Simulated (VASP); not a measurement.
# MnSi (rocksalt type) (Fm-3m) in VASP: relaxation of cell and atoms with LDA

Aim: the relaxation of cell and atoms of MnSi (rocksalt type) with LDA.

Program: VASP 6.6.1. These are calculated values, not measurements. Logs are shortened: lines on timing, memory, paths and dates and some standing lists are left out, and cuts for length are marked.

**1. The cell of the first run**

The structure is cubic, space group Fm-3m (No. 225). The conventional cell has a = 4.050 Å, b = 4.050 Å, c = 4.050 Å, α = 90.00°, β = 90.00°, γ = 90.00°. Mn (site symmetry m-3m) has 6 Si at 2.02 Å within 2.7 Å. Si (site symmetry m-3m) has 6 Mn at 2.02 Å within 2.7 Å.

**2. Relaxation of cell and atoms, LDA, collinear spin, ferromagnetic start, target pressure 150 GPa, at which the enthalpy is minimised**

File INCAR:

```
SYSTEM = MnSi
PREC     = Accurate       ! precision mode
ENCUT    = 600            ! plane-wave cutoff, eV
EDIFF    = 1E-6           ! SCF threshold, eV
ISMEAR   = -1             ! smearing method
SIGMA    = 0.1            ! smearing width, eV
LREAL    = .False.        ! projectors in reciprocal space
LASPH    = .True.         ! aspherical terms in the spheres
NELM     = 150            ! most SCF steps
ALGO     = Normal         ! electronic algorithm
ISIF     = 3              ! what is computed and relaxed
LWAVE    = .False.        ! write WAVECAR
LCHARG   = .False.        ! write CHGCAR
ISPIN    = 2              ! spin polarisation
MAGMOM   = 3 0            ! initial moments
LORBIT   = 11             ! projections on sites
LMAXMIX  = 4              ! l up to which the mixer works
IBRION   = 2              ! ionic algorithm
NSW      = 60             ! ionic steps
EDIFFG   = -0.005         ! ionic threshold
PSTRESS  = 1500.0
```

File KPOINTS:

```
Automatic mesh
0
Gamma
  16 16 16
  0 0 0
```

File POSCAR:

```
MnSi
1.0
    0.0000000000      2.0249169398      2.0249169398
    2.0249169398      0.0000000000      2.0249169398
    2.0249169398      2.0249169398      0.0000000000
Mn Si
1 1
Direct
    0.0000000000      0.0000000000      0.0000000000
    0.5000000000      0.5000000000      0.5000000000
```

Potentials or basis: VASP PAW LDA potentials, release 64 (Mn_pv, Si).

Command:

```sh
$ cat potpaw_LDA.64/Mn_pv/POTCAR potpaw_LDA.64/Si/POTCAR > POTCAR
$ mpirun -np 1 vasp_std > vasp.out
```

OUTCAR:

```text
SYSTEM = MnSi
   PREC = Accurate
   ENCUT = 600
   EDIFF = 1E-6
   ISMEAR = -1
   LREAL = .False.
   LASPH = .True.
   NELM = 150
   ISIF = 3
   ISPIN = 2
   LORBIT = 11
   IBRION = 2
   NSW = 60
   EDIFFG = -0.005
   PSTRESS = 1500.0

 ion  position               nearest neighbor table
   1  0.000  0.000  0.000-   2 2.02   2 2.02   2 2.02   2 2.02   2 2.02   2 2.02
   2  0.500  0.500  0.500-   1 2.02   1 2.02   1 2.02   1 2.02   1 2.02   1 2.02

  LATTYP: Found a face centered cubic cell.
 ALAT       =     4.0498338796

  Lattice vectors:

 A1 = (   0.0000000000,   2.0249169398,   2.0249169398)
 A2 = (   2.0249169398,   0.0000000000,   2.0249169398)
 A3 = (   2.0249169398,   2.0249169398,   0.0000000000)

Analysis of symmetry for initial positions (statically):
=====================================================================
 Subroutine PRICEL returns:
 Original cell was already a primitive cell.

 Routine SETGRP: Setting up the symmetry group for a
 face centered cubic supercell.

 Subroutine GETGRP returns: Found 48 space group operations
 (whereof 48 operations were pure point group operations)
 out of a pool of 48 trial point group operations.

The static configuration has the point symmetry O_h .

Analysis of symmetry for dynamics (positions and initial velocities):
=====================================================================
 Subroutine PRICEL returns:
 Original cell was already a primitive cell.

 Routine SETGRP: Setting up the symmetry group for a
 face centered cubic supercell.

 Subroutine GETGRP returns: Found 48 space group operations
 (whereof 48 operations were pure point group operations)
 out of a pool of 48 trial point group operations.

The dynamic configuration has the point symmetry O_h .

Analysis of structural, dynamic, and magnetic symmetry:
=====================================================================
 Subroutine PRICEL returns:
 Original cell was already a primitive cell.

 Routine SETGRP: Setting up the symmetry group for a
 face centered cubic supercell.

 Subroutine GETGRP returns: Found 48 space group operations
 (whereof 48 operations were pure point group operations)
 out of a pool of 48 trial point group operations.

The overall configuration has the point symmetry O_h .

 Subroutine INISYM returns: Found 48 space group operations
 (whereof 48 operations are pure point group operations),
 and found     1 'primitive' translations

----------------------------------------------------------------------------------------

                                     Primitive cell

  volume of cell :      16.6055

  direct lattice vectors                    reciprocal lattice vectors
     0.000000000  2.024916940  2.024916940    -0.246923708  0.246923708  0.246923708
     2.024916940  0.000000000  2.024916940     0.246923708 -0.246923708  0.246923708
     2.024916940  2.024916940  0.000000000     0.246923708  0.246923708 -0.246923708

  length of vectors
     2.863664999  2.863664999  2.863664999     0.427684409  0.427684409  0.427684409

  position of ions in fractional coordinates (direct lattice)
     0.000000000  0.000000000  0.000000000
     0.500000000  0.500000000  0.500000000

  ion indices of the primitive-cell ions
   primitive index   ion index
                 1           1
                 2           2

----------------------------------------------------------------------------------------

 KPOINTS: Automatic mesh

Automatic generation of k-mesh.
 Grid dimensions read from file:
 generate k-points for:   16   16   16

 Generating k-lattice:

  Cartesian coordinates                     Fractional coordinates (reciprocal lattice)
    -0.015432732  0.015432732  0.015432732     0.062500000  0.000000000  0.000000000
     0.015432732 -0.015432732  0.015432732     0.000000000  0.062500000  0.000000000
     0.015432732  0.015432732 -0.015432732     0.000000000  0.000000000  0.062500000

  Length of vectors
     0.026730276  0.026730276  0.026730276

  Shift w.r.t. Gamma in fractional coordinates (k-lattice)
     0.000000000  0.000000000  0.000000000

 Subroutine IBZKPT returns following result:
 ===========================================

 Found    145 irreducible k-points:

 Following reciprocal coordinates:
            Coordinates               Weight
  0.000000  0.000000  0.000000      1.000000
  0.062500  0.000000  0.000000      8.000000
  0.125000  0.000000  0.000000      8.000000
  0.187500  0.000000  0.000000      8.000000
  0.250000  0.000000  0.000000      8.000000
  0.312500  0.000000  0.000000      8.000000
[... 16 lines left out ...]
 -0.125000  0.062500  0.000000     24.000000
 -0.062500  0.062500  0.000000     12.000000
 [... further k-points ...]
   k-points           NKPTS =    145   k-points in BZ     NKDIM =    145   number of bands    NBANDS=     14
   number of dos      NEDOS =    301   number of ions     NIONS =      2
   total plane-waves  NPLWV =  13824
   dimension x,y,z NGX =    24 NGY =   24 NGZ =   24
   dimension x,y,z NGXF=    48 NGYF=   48 NGZF=   48
   ions per type =               1   1
   NGX,Y,Z   is equivalent  to a cutoff of  13.93, 13.93, 13.93 a.u.
   NGXF,Y,Z  is equivalent  to a cutoff of  27.87, 27.87, 27.87 a.u.
 SYSTEM =  MnSi
   PREC   = accura    normal or accurate (medium, high low for compatibility)
   ISTART =      0    job   : 0-new  1-cont  2-samecut
   ICHARG =      2    charge: 1-file 2-atom 10-const
   ISPIN  =      2    spin polarized calculation?
   LNONCOLLINEAR =      F non collinear calculations
   LSORBIT =      F    spin-orbit coupling
   LASPH  =      T    aspherical Exc in radial PAW
   ENCUT  =  600.0 eV  44.10 Ry    6.64 a.u.   5.72  5.72  5.72*2*pi/ulx,y,z
   NELM   =    150;   NELMIN=  2; NELMDL= -5     # of ELM steps
   EDIFF  = 0.1E-05   stopping-criterion for ELM
   LREAL  =      F    real-space projection
   EDIFFG = -.5E-02   stopping-criterion for IOM
   NSW    =     60    number of steps for IOM
   IBRION =      2    ionic relax: 0-MD 1-quasi-New 2-CG
   NFREE  =      1    steps in history (QN), initial steepest desc. (CG)
   ISIF   =      3    stress and relaxation
   ISYM   =      2    0-nonsym 1-usesym 2-fastsym
   POTIM  = 0.5000    time-step for ionic-motion
   TEBEG  =    0.0;   TEEND  =   0.0 temperature during run
   PSTRESS= 1500.0 pullay stress
   NELECT =      17.0000    total number of electrons
   NUPDOWN=      -1.0000    fix difference up-down
   EMIN   =  10.00;   EMAX   =-10.00  energy-range for DOS
   EFERMI =   0.00;   METHOD = LEGACY
   ISMEAR =    -1;   SIGMA  =   0.10  broadening in eV -4-tet -1-fermi 0-gaus
   EFERMI_NEDOS =   21; number of points for ismear=-14 and -15
   IALGO  =     38    algorithm
   IMIX   =      4    mixing-type and parameters
     AMIX     =   0.40;   BMIX     =  1.00
     AMIX_MAG =   1.60;   BMIX_MAG =  1.00
  volume/ion in A,a.u.               =       8.30        56.03
  Fermi-wavevector in a.u.,A,eV,Ry     =   1.649962  3.117976 37.040152  2.722374
  Thomas-Fermi vector in A             =   2.738993
   LORBIT       =     11    0 simple, 1 ext, 2 COOP (PROOUT), +10 PAW based schemes
   GGA     = CA    functional components
   LHFCALC =     F    Hartree Fock is set to
   AEXX    =    0.0000 exact exchange contribution
   IVDW    =     0    specifies the selected vdW correction
   LEPSILON=     F    determine dielectric tensor
   LRPA    =     F    only Hartree local field effects (RPA)
 conjugate gradient relaxation of ions
 spin polarized calculation
  energy-cutoff  :      600.00
  volume of cell :       16.61
 maximum number of plane-waves:       568
   NGX = 11   NGY = 11   NGZ = 11

--------------------------------------- Ionic step        1  -------------------------------------------

 number of electron      16.9999991 magnetization       0.0009017

 Free energy of the ion-electron system (eV)
  ---------------------------------------------------
  ext. energy  EPLUGINS =         0.00000000
  ---------------------------------------------------
  free energy    TOTEN  =       -12.75272194 eV

  energy without entropy =      -12.68144948  energy(sigma->0) =      -12.71708571

------------------------ aborting loop because EDIFF is reached ----------------------------------------

  FORCE on cell =-STRESS in cart. coord.  units (eV):
  Direction    XX          YY          ZZ          XY          YZ          ZX
  --------------------------------------------------------------------------------------
  -------------------------------------------------------------------------------------
  Total       16.3499952     16.3499952     16.3499952      0.0000000      0.0000000      0.0000000
  in kB     1577.5261828   1577.5261828   1577.5261828      0.0000000      0.0000000      0.0000000
  external PRESSURE =      77.5261828 kB  Pullay stress =    1500.0000000 kB
[... 99 lines left out ...]
  enthalpy is  TOTEN    =         2.7893251446 eV   P V=       15.7224595676

--------------------------------------- Ionic step        4  -------------------------------------------

 number of electron      16.9999994 magnetization       0.0000431

 Free energy of the ion-electron system (eV)
  ---------------------------------------------------
  ext. energy  EPLUGINS =         0.00000000
  ---------------------------------------------------
  free energy    TOTEN  =       -12.92900434 eV

  energy without entropy =      -12.85646546  energy(sigma->0) =      -12.89273490

 E-fermi :  16.4050     XC(G=0): -14.6330

 val. band max:       16.3984830255   @ k =   0.5000   0.3125   0.0625
 cond. band min:      16.4062883380   @ k =  -0.3125   0.1875   0.0625
 fundamental gap:      0.0078053125
 Fermi energy:        16.4050203972

 spin component 1

 k-point     1 :       0.0000    0.0000    0.0000
  band No.  band energies     occupation
      1     -30.9364      1.00000
      2     -30.9364      1.00000
      3     -30.9364      1.00000
      4       1.3504      1.00000
      5      13.3292      1.00000
      6      13.3292      1.00000
      7      13.3292      1.00000
      8      14.0055      1.00000
      9      14.0055      1.00000
     10      23.4552      0.00000
     11      23.4552      0.00000
     12      23.4552      0.00000
     13      28.2565      0.00000
     14      30.9235      0.00000
[... 376 lines left out ...]
  band No.  band energies     occupation
      1     -30.9622      1.00000
      2     -30.9439      1.00000
      3     -30.9391      1.00000
      4       1.6583      1.00000
      5      13.0221      1.00000
      6      13.3408      1.00000
      7      13.4705      1.00000
      8      13.7456      1.00000
      9      14.0409      1.00000
     10      22.9920      0.00000
     11      23.3218      0.00000
     12      24.1034      0.00000
     13      27.8349      0.00000
     14      30.5686      0.00000

 [... further k-points ...]

 spin component 2

 k-point     1 :       0.0000    0.0000    0.0000
  band No.  band energies     occupation
      1     -30.9364      1.00000
      2     -30.9364      1.00000
      3     -30.9364      1.00000
      4       1.3504      1.00000
      5      13.3292      1.00000
      6      13.3292      1.00000
      7      13.3292      1.00000
      8      14.0056      1.00000
      9      14.0056      1.00000
     10      23.4552      0.00000
     11      23.4552      0.00000
     12      23.4552      0.00000
     13      28.2565      0.00000
     14      30.9235      0.00000
[... 420 lines left out ...]
  FREE ENERGIE OF THE ION-ELECTRON SYSTEM (eV)
  ---------------------------------------------------
  free  energy   TOTEN  =       -12.9290043402 eV

  energy  without entropy=      -12.8564654590  energy(sigma->0) =      -12.89273490

  enthalpy is  TOTEN    =         2.7893238590 eV   P V=       15.7183281992

 reached required accuracy - stopping structural energy minimisation

 total charge

# of ion       s       p       d       tot
------------------------------------------
    1        0.421   6.546   6.152  13.118
    2        0.880   1.199   0.000   2.079
--------------------------------------------------
tot          1.300   7.744   6.152  15.197

 magnetization (x)

# of ion       s       p       d       tot
------------------------------------------
    1        0.000   0.000   0.000   0.000
    2       -0.000  -0.000   0.000  -0.000
--------------------------------------------------
tot          0.000  -0.000   0.000   0.000
```

Wall time 2.4 min (1 thread of Oxide Virtual Turin-like, shared host); peak memory 0.15 GiB.

What came out:

- Free energy: -12.9290 eV
- Relaxed volume: 8.39 Å³/atom
- Relaxed cell: a = 2.874 Å, b = 2.874 Å, c = 2.874 Å, α = 60.00°, β = 60.00°, γ = 60.00°
- Space group after relaxing (to 0.1 Å): Fm-3m (No. 225)
- Energy change on relaxing (the run minimises the enthalpy): -88.1 meV/atom
- Ionic steps: 4
- Pressure after relaxing: 150.0 GPa
- Net moment: 0.00 μB per cell
- Valence electrons inside the program's atomic spheres: Mn 13.12; Si 2.08

Step by step:
```csv
step,energy change (eV),largest force (eV/Å),pressure (GPa),volume (Å³)
1,0.0000,0.0000,157.75,16.61
2,-0.8488,0.0000,120.11,17.59
3,-0.1804,0.0000,149.82,16.79
4,-0.1763,0.0000,150.00,16.79
```

Final structure:
```
Mn Si
1.0
     0.00000    2.03235    2.03235
     2.03235    0.00000    2.03235
     2.03235    2.03235    0.00000
Mn Si
1 1
Direct
  0.00000 0.00000 0.00000
  0.50000 0.50000 0.50000
```

Levels at points of the mesh, in eV from the Fermi level:
Spin up:
```
           k point  band 7  band 8  band 9  band 10  band 11  band 12
(0.00, 0.00, 0.00)   -3.08   -2.40   -2.40     7.05     7.05     7.05
(0.50, 0.00, 0.00)   -4.37   -0.17   -0.17     1.77     8.10     8.65
(0.50, 0.50, 0.00)   -1.22    0.41    0.41     0.93     0.93     2.69
```
Spin down:
| k point | band 5 | band 6 | band 7 | band 8 | band 9 | band 10 | band 11 | band 12 | band 13 | band 14 |
| --- | --- | --- | --- | --- | --- | --- | --- | --- | --- | --- |
| (0.00, 0.00, 0.00) | -3.08 | -3.08 | -3.08 | -2.40 | -2.40 | 7.05 | 7.05 | 7.05 | 11.85 | 14.52 |
| (0.50, 0.00, 0.00) | -8.77 | -4.37 | -4.37 | -0.17 | -0.17 | 1.77 | 8.10 | 8.65 | 8.65 | 11.76 |
| (0.50, 0.50, 0.00) | -6.35 | -5.84 | -1.22 | 0.41 | 0.41 | 0.93 | 0.93 | 2.69 | 10.62 | 10.89 |

Caveat: the cell is relaxed towards a set pressure, so the run minimises the enthalpy, not the energy; the moments typed at the start vanished in this run.
